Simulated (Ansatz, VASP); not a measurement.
Lu: VASP beside Ansatz

```
CELL_PARAMETERS angstrom
3.53314 0.00000 0.00000
-1.76657 3.05979 0.00000
0.00000 0.00000 5.60347
ATOMIC_POSITIONS crystal
Lu 0.33333 0.66667 0.25000
Lu 0.66667 0.33333 0.75000
```

Change from the starting cell: volume scaled by 1.02, crystal datasets.

Alike in both runs: task electric field gradients; functional PBEsol; k mesh 13 × 13 × 8; occupations fermi-dirac, width 0.03 eV; no spin polarisation.

|  | VASP | Ansatz |
| --- | --- | --- |
| version | VASP 6.6.1 | Ansatz 0.2.0 |
| potentials or method | VASP PAW PBE potentials, release 64 (Lu), cutoff 520 eV | all-electron PAW with datasets made for the crystal, scalar-relativistic |

```tsv
	VASP	Ansatz	Ansatz less VASP
pressure (GPa)	-4.0	-4.1	-0.10
traceless stress, the component that is largest in VASP (GPa)	-0.73	-0.73	0.000
size of Vzz on the site where it differs most (V/Å²)	50.1	43.5	-6.61
```

VASP's potentials were made for PBE, not for PBEsol. Ansatz ran all-electron here, and VASP with PAW potentials.

Spin-orbit coupling is off throughout.
